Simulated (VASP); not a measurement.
# N (P6_3/mmc) in VASP: further runs

The runs below take N through single point, with PBEsol.

All numbers are computed with VASP 6.6.1; they aren't measurements. Logs are shortened: lines on timing, memory, paths and dates and some standing lists are left out, and cuts for length are marked.

**1. The cell of the first run**

The structure is hexagonal, space group P6_3/mmc (No. 194). The conventional cell has a = 2.433 Å, b = 2.433 Å, c = 2.362 Å, α = 90.00°, β = 90.00°, γ = 120.00°. Within 2.5 Å of N (site symmetry -6m2) lie 14 N at 1.83 to 2.43 Å.

**2. Single point, PBEsol**

Contents of INCAR:

```
ALGO     = Normal         # electronic algorithm
EDIFF    = 1E-6           # SCF threshold, eV
ENCUT    = 600            # plane-wave cutoff, eV
GGA      = PS             # functional
GGA_COMPAT= F            
ISIF     = 2              # what is computed and relaxed
ISMEAR   = -1             # smearing method
LASPH    = T              # aspherical terms in the spheres
LCHARG   = T              # write CHGCAR
LELF     = T              # ELF
LREAL    = F              # projectors in reciprocal space
LVHAR    = T            
LWAVE    = F              # write WAVECAR
NBANDS   = 12             # bands
NELM     = 120            # most SCF steps
PREC     = Accurate       # precision mode
SIGMA    = 0.1            # smearing width, eV
```

Contents of KPOINTS:

```
k-points
0
Gamma
  8 8 7
```

Contents of POSCAR:

```
N
1.0
    2.4325254018      0.0000000000      0.0000000000
   -1.2162627009      2.1066283220      0.0000000000
    0.0000000000      0.0000000000      2.3615889657
N
2
Direct
    0.6666666667      0.3333333333      0.2500000000
    0.3333333333      0.6666666667      0.7500000000
```

Potentials or basis: VASP PAW PBE potentials, release 64 (N).

Run with:

```bash
$ cat potpaw_PBE.64/N/POTCAR > POTCAR
$ mpirun -np 1 vasp_std > vasp.out
```

OUTCAR:

```text
EDIFF = 1E-6
   ENCUT = 600
   GGA = PS
   ISIF = 2
   ISMEAR = -1
   LASPH = T
   LREAL = F
   NELM = 120
   PREC = Accurate

 ion  position               nearest neighbor table
   1  0.667  0.333  0.250-
   2  0.333  0.667  0.750-

  LATTYP: Found a hexagonal cell.
 ALAT       =     2.4325254018
 C/A-ratio  =     0.9708383575

  Lattice vectors:

 A1 = (   2.4325254018,   0.0000000000,   0.0000000000)
 A2 = (  -1.2162627009,   2.1066283220,   0.0000000000)
 A3 = (   0.0000000000,   0.0000000000,   2.3615889657)

Analysis of symmetry for initial positions (statically):
=====================================================================
 Subroutine PRICEL returns:
 Original cell was already a primitive cell.

 Routine SETGRP: Setting up the symmetry group for a
 hexagonal supercell.

 Subroutine GETGRP returns: Found 24 space group operations
 (whereof 12 operations were pure point group operations)
 out of a pool of 24 trial point group operations.

The static configuration has the point symmetry D_3d.
 The point group associated with its full space group is D_6h.

Analysis of symmetry for dynamics (positions and initial velocities):
=====================================================================
 Subroutine PRICEL returns:
 Original cell was already a primitive cell.

 Routine SETGRP: Setting up the symmetry group for a
 hexagonal supercell.

 Subroutine GETGRP returns: Found 24 space group operations
 (whereof 12 operations were pure point group operations)
 out of a pool of 24 trial point group operations.

The dynamic configuration has the point symmetry D_3d.
 The point group associated with its full space group is D_6h.

 Subroutine INISYM returns: Found 24 space group operations
 (whereof 12 operations are pure point group operations),
 and found     1 'primitive' translations

----------------------------------------------------------------------------------------

                                     Primitive cell

  volume of cell :      12.1018

  direct lattice vectors                    reciprocal lattice vectors
     2.432525402  0.000000000  0.000000000     0.411095399  0.237346092  0.000000000
    -1.216262701  2.106628322  0.000000000     0.000000000  0.474692184  0.000000000
     0.000000000  0.000000000  2.361588966     0.000000000  0.000000000  0.423443713

  length of vectors
     2.432525402  2.432524994  2.361588966     0.474692105  0.474692184  0.423443713

  position of ions in fractional coordinates (direct lattice)
     0.666666667  0.333333333  0.250000000
     0.333333333  0.666666667  0.750000000

  ion indices of the primitive-cell ions
   primitive index   ion index
                 1           1
                 2           2

----------------------------------------------------------------------------------------

 KPOINTS: k-points

Automatic generation of k-mesh.
 Grid dimensions read from file:
 generate k-points for:    8    8    7

 Generating k-lattice:

  Cartesian coordinates                     Fractional coordinates (reciprocal lattice)
     0.051386925  0.029668262  0.000000000     0.125000000  0.000000000  0.000000000
     0.000000000  0.059336523  0.000000000     0.000000000  0.125000000  0.000000000
     0.000000000  0.000000000  0.060491959     0.000000000  0.000000000  0.142857143

  Length of vectors
     0.059336513  0.059336523  0.060491959

  Shift w.r.t. Gamma in fractional coordinates (k-lattice)
     0.000000000  0.000000000  0.000000000

 Subroutine IBZKPT returns following result:
 ===========================================

 Found     40 irreducible k-points:

 Following reciprocal coordinates:
            Coordinates               Weight
  0.000000  0.000000  0.000000      1.000000
  0.125000  0.000000  0.000000      6.000000
  0.250000  0.000000  0.000000      6.000000
  0.375000  0.000000  0.000000      6.000000
  0.500000  0.000000  0.000000      3.000000
  0.125000  0.125000  0.000000      6.000000
[... 16 lines left out ...]
  0.250000  0.000000  0.285714     12.000000
  0.375000  0.000000  0.285714     12.000000
 [... further k-points ...]
   k-points           NKPTS =     40   k-points in BZ     NKDIM =     40   number of bands    NBANDS=     12
   number of dos      NEDOS =    301   number of ions     NIONS =      2
   total plane-waves  NPLWV =   8000
   dimension x,y,z NGX =    20 NGY =   20 NGZ =   20
   dimension x,y,z NGXF=    40 NGYF=   40 NGZF=   40
   ions per type =               2
   NGX,Y,Z   is equivalent  to a cutoff of  13.67, 13.67, 14.08 a.u.
   NGXF,Y,Z  is equivalent  to a cutoff of  27.34, 27.34, 28.16 a.u.
 SYSTEM =  unknown system
   PREC   = accura    normal or accurate (medium, high low for compatibility)
   ISTART =      0    job   : 0-new  1-cont  2-samecut
   ICHARG =      2    charge: 1-file 2-atom 10-const
   ISPIN  =      1    spin polarized calculation?
   LNONCOLLINEAR =      F non collinear calculations
   LSORBIT =      F    spin-orbit coupling
   LASPH  =      T    aspherical Exc in radial PAW
   ENCUT  =  600.0 eV  44.10 Ry    6.64 a.u.   4.86  4.86  4.72*2*pi/ulx,y,z
   NELM   =    120;   NELMIN=  2; NELMDL= -5     # of ELM steps
   EDIFF  = 0.1E-05   stopping-criterion for ELM
   LREAL  =      F    real-space projection
[... 7 lines left out ...]
   TEBEG  =    0.0;   TEEND  =   0.0 temperature during run
   PSTRESS=    0.0 pullay stress
   NELECT =      10.0000    total number of electrons
   NUPDOWN=      -1.0000    fix difference up-down
   EMIN   =  10.00;   EMAX   =-10.00  energy-range for DOS
   EFERMI =   0.00;   METHOD = LEGACY
   ISMEAR =    -1;   SIGMA  =   0.10  broadening in eV -4-tet -1-fermi 0-gaus
   EFERMI_NEDOS =   21; number of points for ismear=-14 and -15
   IALGO  =     38    algorithm
   IMIX   =      4    mixing-type and parameters
     AMIX     =   0.40;   BMIX     =  1.00
     AMIX_MAG =   1.60;   BMIX_MAG =  1.00
  volume/ion in A,a.u.               =       6.05        40.83
  Fermi-wavevector in a.u.,A,eV,Ry     =   1.536237  2.903067 32.110088  2.360025
  Thomas-Fermi vector in A             =   2.642914
   LORBIT       =      0    0 simple, 1 ext, 2 COOP (PROOUT), +10 PAW based schemes
   GGA     = PS    functional components
   LHFCALC =     F    Hartree Fock is set to
   AEXX    =    0.0000 exact exchange contribution
   IVDW    =     0    specifies the selected vdW correction
   LEPSILON=     F    determine dielectric tensor
   LRPA    =     F    only Hartree local field effects (RPA)
 non-spin polarized calculation
  energy-cutoff  :      600.00
  volume of cell :       12.10
 maximum number of plane-waves:       412
 NGX is ok and might be reduce to    20
   NGX =  9   NGY =  9   NGZ =  9

 number of electron      10.0000000 magnetization

 Free energy of the ion-electron system (eV)
  ---------------------------------------------------
  ext. energy  EPLUGINS =         0.00000000
  ---------------------------------------------------
  free energy    TOTEN  =       -10.38643054 eV

  energy without entropy =      -10.37373049  energy(sigma->0) =      -10.38008052

 E-fermi :   8.7554     XC(G=0): -13.8465

 val. band max:        8.5983083922   @ k =   0.2500   0.0000   0.1429
 cond. band min:       8.8136239538   @ k =   0.1250   0.1250   0.2857
 fundamental gap:      0.2153155616
 Fermi energy:         8.7553940034

 k-point     1 :       0.0000    0.0000    0.0000
  band No.  band energies     occupation
      1     -15.0346      2.00000
      2       3.2029      2.00000
      3       3.9909      2.00000
      4       5.9642      2.00000
      5       5.9642      2.00000
      6      11.7069      0.00000
      7      11.7069      0.00000
      8      15.5997      0.00000
      9      22.9840      0.00000
     10      27.4253      0.00000
     11      34.9136      0.00000
     12      34.9136      0.00000

 k-point     2 :       0.1250    0.0000    0.0000
  band No.  band energies     occupation
      1     -14.6214      2.00000
      2       2.2403      2.00000
      3       3.5436      2.00000
      4       5.3238      2.00000
      5       6.4502      2.00000
      6      11.5930      0.00000
      7      12.3436      0.00000
      8      15.0357      0.00000
      9      23.9697      0.00000
     10      26.9687      0.00000
     11      35.5401      0.00000
     12      36.0077      0.00000

 k-point     3 :       0.2500    0.0000    0.0000
  band No.  band energies     occupation
      1     -13.4032      2.00000
      2      -1.0955      2.00000
      3       4.1642      2.00000
      4       4.5201      2.00000
      5       6.7834      2.00000
      6      11.4887      0.00000
      7      13.4325      0.00000
      8      13.5449      0.00000
      9      24.4352      0.00000
     10      27.7744      0.00000
     11      37.6459      0.00000
     12      38.2774      0.00000
[... 286 lines left out ...]
 k-point    23 :       0.2500    0.0000    0.2857
  band No.  band energies     occupation
      1     -11.6429      2.00000
      2      -3.1712      2.00000
      3       1.2764      2.00000
      4       5.6640      2.00000
      5       7.7796      1.99988
      6      11.1307      0.00000
      7      11.4921      0.00000
      8      14.1159      0.00000
      9      26.2288      0.00000
     10      31.2453      0.00000
     11      33.6906      0.00000
     12      34.9987      0.00000

 k-point    24 :       0.3750    0.0000    0.2857
  band No.  band energies     occupation
      1      -9.7707      2.00000
      2      -3.4303      2.00000
      3      -0.4249      2.00000
      4       4.8704      2.00000
      5       5.2748      2.00000
      6      10.8255      0.00000
      7      11.5189      0.00000
      8      14.4306      0.00000
      9      25.8735      0.00000
     10      31.5405      0.00000
     11      35.4614      0.00000
     12      38.4815      0.00000

 [... further k-points ...]

------------------------ aborting loop because EDIFF is reached ----------------------------------------

  FORCE on cell =-STRESS in cart. coord.  units (eV):
  Direction    XX          YY          ZZ          XY          YZ          ZX
  --------------------------------------------------------------------------------------
  -------------------------------------------------------------------------------------
  Total        2.1615137      2.1615127      1.7685570      0.0000000      0.0000000      0.0000000
  in kB      286.1666106    286.1664825    234.1423770      0.0000000      0.0000000      0.0000000
  external PRESSURE =     268.8251567 kB  Pullay stress =       0.0000000 kB

 VOLUME and BASIS-vectors are now :
 -----------------------------------------------------------------------------
  energy-cutoff  :      600.00
  volume of cell :       12.10
      direct lattice vectors                 reciprocal lattice vectors
     2.432525402  0.000000000  0.000000000     0.411095399  0.237346092  0.000000000
    -1.216262701  2.106628322  0.000000000     0.000000000  0.474692184  0.000000000
     0.000000000  0.000000000  2.361588966     0.000000000  0.000000000  0.423443713

 POSITION                                       TOTAL-FORCE (eV/Angst)
 -----------------------------------------------------------------------------------
      1.21626      0.70221      0.59040         0.000000      0.000000      0.000000
     -0.00000      1.40442      1.77119        -0.000000     -0.000000      0.000000
 -----------------------------------------------------------------------------------
    total drift:                               -0.000000      0.000000      0.000000

  FREE ENERGIE OF THE ION-ELECTRON SYSTEM (eV)
  ---------------------------------------------------
  free  energy   TOTEN  =       -10.3864305418 eV

  energy  without entropy=      -10.3737304911  energy(sigma->0) =      -10.38008052
```

It took 4.3 s on 1 thread of Intel Xeon Platinum 8375C at 2.90GHz (Ice Lake), shared host; peak memory 0.11 GiB.

What came out:

| Quantity | Value |
| --- | --- |
| Free energy | -10.3864 eV |
| Pressure | 26.9 GPa |
| Band gap on the k mesh | zero (bands 5 and 6 overlap by 3.97 eV) |

Stress tensor (GPa, compression positive):
```
28.62  0.00  0.00
 0.00 28.62  0.00
 0.00  0.00 23.41
```

Levels at points of the mesh, in eV from the Fermi level:
```
           k point  band 1  band 2  band 3  band 4  band 5  band 6  band 7  band 8  band 9  band 10
(0.00, 0.00, 0.00)  -23.79   -5.55   -4.76   -2.79   -2.79    2.95    2.95    6.84   14.23    18.67
(0.50, 0.00, 0.00)  -18.59  -15.62   -5.80   -1.98   -1.86    1.73    3.12    5.65   13.38    25.17
```

Caveat: the k points lie up to 0.38 Å⁻¹ apart, too coarse for converged energies and pressures of a metal; the PAW data sets were made with another functional, which shifts forces and pressure a little.

**3. Single point, PBEsol**

This run uses another cell than the first one, of 6.22 Å³/atom.

Contents of INCAR:

```
  PREC = Accurate
  ENCUT = 600
  EDIFF = 1E-6
  ISMEAR = -1
  SIGMA = 0.1
  LREAL = F
  LASPH = T
  NELM = 120
  ALGO = Normal
  ISIF = 2
  LWAVE = F
  LCHARG = T
  GGA = PS
  LELF = T
  LVHAR = T
  NBANDS = 12
  GGA_COMPAT = F
```

Contents of KPOINTS:

```
regular mesh
0
Gamma
  8 8 7
```

Contents of POSCAR:

```
N
1.0
    2.4548433952      0.0000000000      0.0000000000
   -1.2274216976      2.1259562669      0.0000000000
    0.0000000000      0.0000000000      2.3832561298
N
2
Direct
    0.6666666667      0.3333333333      0.2500000000
    0.3333333333      0.6666666667      0.7500000000
```

Potentials or basis: VASP PAW PBE potentials, release 64 (N).

Run with:

```bash
$ cat potpaw_PBE.64/N/POTCAR > POTCAR
$ mpirun -np 1 vasp_std > vasp.out
```

Run time: 4.6 s. Hardware: 1 thread of Intel Xeon Platinum 8375C at 2.90GHz (Ice Lake), shared host; peak memory 0.1 GiB.

It converged, with:

```
Free energy            : -10.4358 eV
Pressure               : 18.2 GPa
Band gap on the k mesh : zero (bands 5 and 6 overlap by 3.82 eV)
```

Stress tensor (GPa, compression positive):
```
20.86  0.00  0.00
 0.00 20.86  0.00
 0.00  0.00 12.92
```

Levels at points of the mesh, in eV from the Fermi level:
```
           k point  band 2  band 3  band 4  band 5  band 6  band 7  band 8  band 9
(0.00, 0.00, 0.00)   -5.34   -4.98   -2.66   -2.66    2.94    2.94    6.68   14.27
(0.50, 0.00, 0.00)  -15.30   -5.57   -2.04   -1.75    1.74    3.03    5.52   13.40
```

Caveat: the k points lie up to 0.38 Å⁻¹ apart, too coarse for converged energies and pressures of a metal; the PAW data sets were made with another functional, which shifts forces and pressure a little.
